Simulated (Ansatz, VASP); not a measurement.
One calculation of NaH, two programs

Contents of POSCAR:

```
NaH
1.0
    0.0000000000      2.2514347641      2.3910237195
    2.2514347641      0.0000000000      2.3910237195
    2.2514347641      2.2514347641      0.0000000000
Na H
1 1
Direct
    0.0000000000      0.0000000000      0.0000000000
    0.5000000000      0.5000000000      0.5000000000
```

INCAR.step1

```
SYSTEM = NaH
  PREC = Accurate
  ENCUT = 520
  ISMEAR = -1
  SIGMA = 0.2
  LREAL = .FALSE.
  LASPH = .TRUE.
  NELM = 80
  NBANDS = 11
  GGA = PE
  ALGO = Normal
  EDIFF = 1E-4
  LWAVE = .TRUE.
  LCHARG = .FALSE.
```

Contents of INCAR.step2:

```
SYSTEM = NaH
  PREC = Accurate
  ENCUT = 520
  EDIFF = 1E-7
  ISMEAR = -1
  SIGMA = 0.2
  LREAL = .FALSE.
  LASPH = .TRUE.
  NELM = 80
  ALGO = Normal
  ISIF = 2
  LWAVE = .FALSE.
  LCHARG = .TRUE.
  METAGGA = R2SCAN
  LMIXTAU = .TRUE.
  LELF = .TRUE.
  LVHAR = .TRUE.
  NBANDS = 11
  ISTART = 1
```

KPOINTS

```
Automatic mesh
0
G
  10 10 10
  0 0 0
```

Input for Ansatz:

```yaml
crystal:
  lattice:
    - [0.0, 2.2514347641, 2.3910237195]
    - [2.2514347641, 0.0, 2.3910237195]
    - [2.2514347641, 2.2514347641, 0.0]
  atoms:
    - { symbol: Na, position: [0.0, 0.0, 0.0] }
    - { symbol: H, position: [0.5, 0.5, 0.5] }
basis:
  ecutwfc: 520.0
kpoints:
  mp_grid: { grid: [10, 10, 10] }
hamiltonian:
  xc: r2scan
scf:
  occupations: { method: fermi_dirac, width: 0.2 }
output:
  forces: true
  stress: true
  eigenvalues: true
```

Alike in both runs: task single point; functional r2SCAN; k mesh 10 × 10 × 10; occupations fermi-dirac, width 0.2 eV; no spin polarisation.

```csv
,VASP,Ansatz
version,VASP 6.6.1,Ansatz 0.2.0
potentials or method,"VASP PAW PBE potentials, release 64 (Na_pv, H), cutoff 520 eV","scalar-relativistic, plane waves, PAW"
valence electrons in the cell,8,10
```

Ansatz gave:

```
gap on the k mesh at the Fermi level (eV)                     : 4.61
least direct gap on the mesh (eV)                             : 5.41
pressure (GPa)                                                : 4.2
traceless stress, the component that is largest in VASP (GPa) : -2.36
```

Question: Which values does VASP return?

Answer: gap on the k mesh at the Fermi level (eV): 4.63; least direct gap on the mesh (eV): 5.44; pressure (GPa): 4.0; traceless stress, the component that is largest in VASP (GPa): -2.38.

VASP's potentials were made for PBE, not for r2SCAN. VASP's potentials hold 8 valence electrons a cell and Ansatz's 10, so a difference there can come from the potentials and not from the codes.
